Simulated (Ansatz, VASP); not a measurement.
**One calculation of Se, two programs**

```xyz
3
Lattice="4.3662 0.0437 0.0437 -2.1453 3.7594 0.0160 0.0495 0.0495 4.9536" Properties=species:S:1:pos:R:3 pbc="T T T"
Se    1.0007    0.0264    1.6610
Se   -0.4505    0.8804    3.3060
Se    1.7203    2.9459    0.0462
```

Change from the starting cell: equal xy, yz and zx shear strains of +2 %, PAW files.

Alike in both runs: task electric field gradients; functional LDA; k mesh 6 × 6 × 5; occupations fermi-dirac, width 0.03 eV; no spin polarisation.

|  | VASP | Ansatz |
| --- | --- | --- |
| version | VASP 6.6.1 | Ansatz 0.2.0 |
| potentials or method | VASP PAW LDA potentials, release 64 (Se) | PAW with Ansatz's default frozen-core files, scalar-relativistic |
| plane-wave cutoff (eV) | 520 | 420 |
| valence electrons in the cell | 18 | 48 |

|  | VASP | Ansatz | Ansatz less VASP |
| --- | --- | --- | --- |
| pressure (GPa) | -0.9 | -1.2 | -0.21 |
| traceless stress, the component that is largest in VASP (GPa) | -1.29 | -1.27 | +0.020 |
| rms of the force components (eV/Å) | 0.243 | 0.222 | -0.0213 |
| size of Vzz on the site where it differs most (V/Å²) | 476.2 | 490.6 | +14.39 |

LDA's correlation is that of Perdew and Zunger in VASP and of Perdew and Wang (1992) in Ansatz. Atom by atom the forces differ by 0.029 eV/Å (rms over components). VASP's potentials hold 18 valence electrons a cell and Ansatz's 48, so a difference there can come from the potentials and not from the codes.
